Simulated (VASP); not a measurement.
Write the native input for VASP 6.6.1 that does the following.

```
Task                   : single point
Functional             : PBE
Potentials or basis    : VASP PAW PBE potentials, release 64 (Na_sv, Ag_sv_GW)
Cutoff                 : 1130 eV
k mesh                 : 8 × 8 × 8
Occupations            : fermi-dirac, width 0.1 eV
Spin                   : no spin polarisation
Hubbard terms          : Ag d U = 3.0 eV
Dipole correction      : no
Further INCAR settings : ALGO = Normal; EDIFF = 1e-06; NBANDS = 26
```

The structure of Na2Ag lies in POSCAR:

```
Na2Ag
1.0
    5.2421858075     -0.0000003460      0.0000000000
   -2.6210926041      4.5398662537      0.0000000000
    0.0000000000      0.0000000000      3.1124410545
Na Ag
2 1
Direct
    0.3333333333      0.6666666667      0.5000000000
    0.6666666667      0.3333333333      0.5000000000
    0.0000000000      0.0000000000      0.0000000000
```

One way to write it, as run:

INCAR

```
SYSTEM = Na2Ag
ALGO = Normal
EDIFF = 1E-6
ENCUT = 1130
GGA = PE
GGA_COMPAT = .FALSE.
ISIF = 2
ISMEAR = -1
LASPH = .TRUE.
LCHARG = .FALSE.
LDAU = .TRUE.
LDAUJ = 0 0
LDAUL = -1 2
LDAUPRINT = 1
LDAUTYPE = 2
LDAUU = 0 3
LMAXMIX = 4
LREAL = .FALSE.
LWAVE = .FALSE.
NBANDS = 26
NELM = 200
PREC = Accurate
SIGMA = 0.1
```

KPOINTS

```
k-points
0
G
  8 8 8
  0 0 0
```

Potentials or basis: VASP PAW PBE potentials, release 64 (Na_sv, Ag_sv_GW).

Run with:

```bash
$ cat potpaw_PBE.64/Na_sv/POTCAR potpaw_PBE.64/Ag_sv_GW/POTCAR > POTCAR
$ mpirun -np 1 vasp_std > vasp.out
```

Results of the run:

```json
{"Pressure": "-0.1 GPa", "Band gap on the k mesh": "zero (an odd number of electrons rules out a gap without spin polarisation)"}
```

Caveat: U without spin polarisation on a metal has little footing; the U is typed as a test and isn't derived for this compound.

It took 4.1 min on 1 thread of Intel(R) Xeon(R) Platinum 8259CL CPU @ 2.50GHz (Skylake/Cascade Lake), with other jobs on the host, peak memory 0.59 GiB.
